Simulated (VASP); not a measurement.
# TePb (P6_3/mmc) in VASP: further runs, part 2 of 2

VASP 6.6.1.

## (3) Single point, PBE (34.57 Å³/atom)

This run uses another cell than the first one, of 34.57 Å³/atom.

Contents of INCAR:

```
  ALGO = Normal
  EDIFF = 1E-6
  ENCUT = 520
  GGA = PE
  ISIF = 2
  ISMEAR = 0
  LASPH = T
  LCHARG = T
  LELF = T
  LREAL = F
  LVHAR = T
  LWAVE = F
  NBANDS = 28
  NELM = 100
  PREC = Accurate
  SIGMA = 0.05
```

Contents of KPOINTS:

```
k-points
0
Gamma
  8 8 6
```

Contents of POSCAR:

```
TePb
1.0
    4.4955288441      0.0000000000      0.0000000000
   -2.2477644221      3.8932421825      0.0000000000
    0.0000000000      0.0000000000      7.9017456954
Pb Te
2 2
Direct
    0.0000000000      0.0000000000      0.0000000000
    0.0000000000      0.0000000000      0.5000000000
    0.3333333333      0.6666666667      0.2500000000
    0.6666666667      0.3333333333      0.7500000000
```

Potentials or basis: VASP PAW PBE potentials, release 64 (Pb_d, Te).

On the command line:

```console
$ cat potpaw_PBE.64/Pb_d/POTCAR potpaw_PBE.64/Te/POTCAR > POTCAR
$ mpirun -np 1 vasp_std > vasp.out
```

OUTCAR:

```text
EDIFF = 1E-6
   ENCUT = 520
   GGA = PE
   ISIF = 2
   ISMEAR = 0
   LASPH = T
   LREAL = F
   NELM = 100
   PREC = Accurate

 ion  position               nearest neighbor table
   1  0.000  0.000  0.000-   3 3.26   4 3.26   4 3.26   3 3.26   4 3.26   3 3.26   2 3.95   2 3.95

   2  0.000  0.000  0.500-   3 3.26   4 3.26   4 3.26   3 3.26   4 3.26   3 3.26   1 3.95   1 3.95

   3  0.333  0.667  0.250-   1 3.26   2 3.26   1 3.26   2 3.26   1 3.26   2 3.26
   4  0.667  0.333  0.750-   1 3.26   2 3.26   1 3.26   2 3.26   1 3.26   2 3.26

  LATTYP: Found a hexagonal cell.
 ALAT       =     4.4955288441
 C/A-ratio  =     1.7576899113

  Lattice vectors:

 A1 = (   4.4955288441,   0.0000000000,   0.0000000000)
 A2 = (  -2.2477644221,   3.8932421825,   0.0000000000)
 A3 = (   0.0000000000,   0.0000000000,   7.9017456954)

Analysis of symmetry for initial positions (statically):
=====================================================================
 Subroutine PRICEL returns:
 Original cell was already a primitive cell.

 Routine SETGRP: Setting up the symmetry group for a
 hexagonal supercell.

 Subroutine GETGRP returns: Found 24 space group operations
 (whereof 12 operations were pure point group operations)
 out of a pool of 24 trial point group operations.

The static configuration has the point symmetry D_3d.
 The point group associated with its full space group is D_6h.

Analysis of symmetry for dynamics (positions and initial velocities):
=====================================================================
 Subroutine PRICEL returns:
 Original cell was already a primitive cell.

 Routine SETGRP: Setting up the symmetry group for a
 hexagonal supercell.

 Subroutine GETGRP returns: Found 24 space group operations
 (whereof 12 operations were pure point group operations)
 out of a pool of 24 trial point group operations.
[... 122 lines left out ...]
   EFERMI_NEDOS =   21; number of points for ismear=-14 and -15
   IALGO  =     38    algorithm
   IMIX   =      4    mixing-type and parameters
     AMIX     =   0.40;   BMIX     =  1.00
     AMIX_MAG =   1.60;   BMIX_MAG =  1.00
  volume/ion in A,a.u.               =      34.57       233.32
  Fermi-wavevector in a.u.,A,eV,Ry     =   1.082654  2.045920 15.947933  1.172140
  Thomas-Fermi vector in A             =   2.218701
   LORBIT       =      0    0 simple, 1 ext, 2 COOP (PROOUT), +10 PAW based schemes
   GGA     = PE    functional components
   LHFCALC =     F    Hartree Fock is set to
   AEXX    =    0.0000 exact exchange contribution
   IVDW    =     0    specifies the selected vdW correction
   LEPSILON=     F    determine dielectric tensor
   LRPA    =     F    only Hartree local field effects (RPA)
 non-spin polarized calculation
 Gauss-broadening in eV      SIGMA  =   0.05
  energy-cutoff  :      520.00
  volume of cell :      138.30
 maximum number of plane-waves:      3758
 NGX is ok and might be reduce to    36
   NGX = 17   NGY = 17   NGZ = 29

 number of electron      40.0000002 magnetization

 Free energy of the ion-electron system (eV)
  ---------------------------------------------------
  ext. energy  EPLUGINS =         0.00000000
  ---------------------------------------------------
  free energy    TOTEN  =       -14.88053714 eV

  energy without entropy =      -14.88051050  energy(sigma->0) =      -14.88052382

 E-fermi :   5.9170     XC(G=0):  -9.1747

 val. band max:        5.8504366545   @ k =   0.0000   0.0000   0.0000
 cond. band min:       5.9866579108   @ k =   0.0000   0.0000   0.0000
 fundamental gap:      0.1362212563
 Fermi energy:         5.9170124090

 k-point     1 :       0.0000    0.0000    0.0000
  band No.  band energies     occupation
      1     -11.4092      2.00000
      2     -11.3940      2.00000
      3     -11.3940      2.00000
      4     -11.3797      2.00000
      5     -11.3797      2.00000
      6     -11.3691      2.00000
[... 733 lines left out ...]
     27      11.2027      0.00000
     28      12.2363      0.00000

 [... further k-points ...]

------------------------ aborting loop because EDIFF is reached ----------------------------------------

  FORCE on cell =-STRESS in cart. coord.  units (eV):
  Direction    XX          YY          ZZ          XY          YZ          ZX
  --------------------------------------------------------------------------------------
  -------------------------------------------------------------------------------------
  Total        1.3287455      1.3287455      1.3874976     -0.0000000      0.0000000      0.0000000
  in kB       15.3934916     15.3934916     16.0741331     -0.0000000      0.0000000      0.0000000
  external PRESSURE =      15.6203721 kB  Pullay stress =       0.0000000 kB

 VOLUME and BASIS-vectors are now :
 -----------------------------------------------------------------------------
  energy-cutoff  :      520.00
  volume of cell :      138.30
      direct lattice vectors                 reciprocal lattice vectors
     4.495528844  0.000000000  0.000000000     0.222443240  0.128427664  0.000000000
    -2.247764422  3.893242182  0.000000000     0.000000000  0.256855329  0.000000000
     0.000000000  0.000000000  7.901745695     0.000000000  0.000000000  0.126554313

 POSITION                                       TOTAL-FORCE (eV/Angst)
 -----------------------------------------------------------------------------------
      0.00000      0.00000      0.00000         0.000000      0.000000      0.000000
      0.00000      0.00000      3.95087         0.000000      0.000000      0.000000
     -0.00000      2.59549      1.97544         0.000000      0.000000     -0.000000
      2.24776      1.29775      5.92631        -0.000000     -0.000000      0.000000
 -----------------------------------------------------------------------------------
    total drift:                               -0.000000      0.000000     -0.000000

  FREE ENERGIE OF THE ION-ELECTRON SYSTEM (eV)
  ---------------------------------------------------
  free  energy   TOTEN  =       -14.8805371434 eV

  energy  without entropy=      -14.8805104997  energy(sigma->0) =      -14.88052382
```

Run time: 4.1 min. Hardware: 1 thread of Intel Xeon 8259CL, shared host; peak memory 0.33 GiB.

What came out:

- Free energy: -14.8805 eV
- Pressure: 1.6 GPa
- Band gap on the k mesh: 0.14 eV

Caveat: spin-orbit coupling is left out, which moves the levels of the heavy elements. A k mesh can miss the band edges.

## (4) Single point, PBE (35.29 Å³/atom)

This run uses another cell than the first one, of 35.29 Å³/atom.

Contents of INCAR:

```
SYSTEM = TePb
PREC = Accurate
ENCUT = 520
EDIFF = 1E-7
ISMEAR = 0
SIGMA = 0.05
LREAL = .FALSE.
LASPH = .TRUE.
NELM = 60
ALGO = Normal
ISIF = 2
LWAVE = .FALSE.
LCHARG = .FALSE.
GGA = PE
NBANDS = 28
```

Contents of KPOINTS:

```
regular mesh
0
G
  8 8 6
  0 0 0
```

Contents of POSCAR:

```
TePb
1.0
    4.5342045009      0.0000000000      0.0000000000
   -2.2671022505      3.9267362837      0.0000000000
    0.0000000000      0.0000000000      7.9293440271
Pb Te
2 2
Direct
    0.0000000000      0.0000000000      0.0000000000
    0.0000000000      0.0000000000      0.5000000000
    0.3333333333      0.6666666667      0.2500000000
    0.6666666667      0.3333333333      0.7500000000
```

On the command line:

```console
$ cat potpaw_PBE.64/Pb_d/POTCAR potpaw_PBE.64/Te/POTCAR > POTCAR
$ mpirun -np 1 vasp_std > vasp.out
```

Run time: 4.6 min. Hardware: 1 thread of Intel Xeon 8259CL, shared host; peak memory 0.34 GiB.

Results (log left out):

| Item | Value |
| --- | --- |
| Free energy | -14.9019 eV |
| Pressure | 0.7 GPa |
| Band gap on the k mesh | 0.18 eV |

Levels at points of the mesh, in eV from the valence-band top:
| k point | band 17 | band 18 | band 19 | band 20 | band 21 | band 22 | band 23 | band 24 |
| --- | --- | --- | --- | --- | --- | --- | --- | --- |
| (0.00, 0.00, 0.00) | -1.57 | -1.03 | -1.03 | 0.00 | 0.18 | 2.06 | 2.06 | 2.40 |
| (0.50, 0.00, 0.00) | -2.83 | -1.19 | -1.18 | -0.98 | 0.25 | 0.96 | 2.00 | 3.67 |
| (0.00, 0.00, 0.50) | -1.31 | -1.31 | -1.31 | -1.31 | 2.14 | 2.14 | 2.14 | 2.14 |
| (0.50, 0.00, 0.50) | -2.50 | -2.50 | -2.24 | -2.24 | 2.02 | 2.02 | 2.81 | 2.81 |

Caveat: spin-orbit coupling is left out, which moves the levels of the heavy elements. A k mesh can miss the band edges.

## (5) The runs side by side

```tsv
cell	gap on the mesh (eV)	pressure (GPa)
a = 4.465, b = 4.465, c = 7.886 Å, angles 90.0, 90.0, 120.0°, 4 atoms	0.10	2.3
a = 4.496, b = 4.496, c = 7.902 Å, angles 90.0, 90.0, 120.0°, 4 atoms	0.14	1.6
a = 4.534, b = 4.534, c = 7.929 Å, angles 90.0, 90.0, 120.0°, 4 atoms	0.18	0.7
```

Alike in all rows: task single point; level PBE; potentials or basis VASP PAW PBE potentials, release 64 (Pb_d, Te); no spin polarisation; k mesh 8 × 8 × 6; cutoff (eV) 520; smearing gaussian 0.05 eV.

Caveats: spin-orbit coupling is left out, which moves the levels of the heavy elements.

Absolute energies hang on the potentials; compare differences alone.
